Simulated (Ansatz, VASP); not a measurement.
**SnO2 in VASP and in Ansatz**

Contents of INCAR:

```
PREC = Accurate ; ENCUT = 520
EDIFF = 1E-7 ; ISMEAR = 0
SIGMA = 0.05 ; LREAL = F
LASPH = T ; NELM = 60
ALGO = Normal ; ISIF = 2
LWAVE = F ; LCHARG = T
GGA = PS ; LELF = T
LVHAR = T ; NBANDS = 64
```

Contents of KPOINTS:

```
Automatic mesh
0
Gamma
  6 6 6
```

The input POSCAR:

```
SnO2
1.0
    3.1464668232      1.8166134674      4.5969880286
   -3.1464668232      1.8166134674      4.5969880286
    0.0000000000     -3.6332269347      4.5969880287
Sn O
4 8
Direct
    0.8646807174      0.8646807174      0.8646807174
    0.3648245829      0.3648245829      0.8648190111
    0.3648245829      0.8648190111      0.3648245829
    0.8648190111      0.3648245829      0.3648245829
    0.1235003534      0.6233501671      0.6233501671
    0.6233501671      0.1235003534      0.6233501671
    0.6233501671      0.6233501671      0.1235003534
    0.6062113146      0.6062113146      0.6062113146
    0.1234715296      0.1234715296      0.1234715296
    0.1060883083      0.1060883083      0.6062369573
    0.1060883083      0.6062369573      0.1060883083
    0.6062369573      0.1060883083      0.1060883083
```

Input for Ansatz:

```yaml
crystal:
  lattice:
    - [3.1464668232, 1.8166134674, 4.5969880286]
    - [-3.1464668232, 1.8166134674, 4.5969880286]
    - [0.0, -3.6332269347, 4.5969880287]
  atoms:
    - { symbol: Sn, position: [0.8646807174, 0.8646807174, 0.8646807174] }
    - { symbol: Sn, position: [0.3648245829, 0.3648245829, 0.8648190111] }
    - { symbol: Sn, position: [0.3648245829, 0.8648190111, 0.3648245829] }
    - { symbol: Sn, position: [0.8648190111, 0.3648245829, 0.3648245829] }
    - { symbol: O, position: [0.1235003534, 0.6233501671, 0.6233501671] }
    - { symbol: O, position: [0.6233501671, 0.1235003534, 0.6233501671] }
    - { symbol: O, position: [0.6233501671, 0.6233501671, 0.1235003534] }
    - { symbol: O, position: [0.6062113146, 0.6062113146, 0.6062113146] }
    - { symbol: O, position: [0.1234715296, 0.1234715296, 0.1234715296] }
    - { symbol: O, position: [0.1060883083, 0.1060883083, 0.6062369573] }
    - { symbol: O, position: [0.1060883083, 0.6062369573, 0.1060883083] }
    - { symbol: O, position: [0.6062369573, 0.1060883083, 0.1060883083] }
basis:
  ecutwfc: 520.0
kpoints:
  mp_grid: { grid: [6, 6, 6] }
hamiltonian:
  xc: pbesol
  pseudopotentials: { kind: paw, azcp: { folder: soft_1 } }
scf:
  occupations: { method: gaussian, width: 0.05 }
output:
  forces: true
  stress: true
  eigenvalues: true
```

Alike in both runs: task single point; functional PBEsol; k mesh 6 × 6 × 6; occupations gaussian, width 0.05 eV; no spin polarisation.

```csv
,VASP,Ansatz
version,VASP 6.6.1,Ansatz 0.2.0
potentials or method,"VASP PAW PBE potentials, release 64 (Sn_d, O), cutoff 520 eV","scalar-relativistic, plane waves, PAW"
valence electrons in the cell,104,104
```

Ansatz gave:

| Property | Result |
| --- | --- |
| gap on the k mesh at the Fermi level (eV) | 2.21 |
| least direct gap on the mesh (eV) | 2.21 |
| pressure (GPa) | 4.0 |
| traceless stress, the component that is largest in VASP (GPa) | -4.81 |
| rms of the force components (eV/Å) | 0.058 |

Q: Estimate VASP's values.

A: gap on the k mesh at the Fermi level (eV): 2.19; least direct gap on the mesh (eV): 2.19; pressure (GPa): 4.8; traceless stress, the component that is largest in VASP (GPa): -5.29; rms of the force components (eV/Å): 0.026.

VASP's potentials were made for PBE, not for PBEsol, and Ansatz warns of the same on its side. Atom by atom the forces differ by 0.032 eV/Å (rms over components).
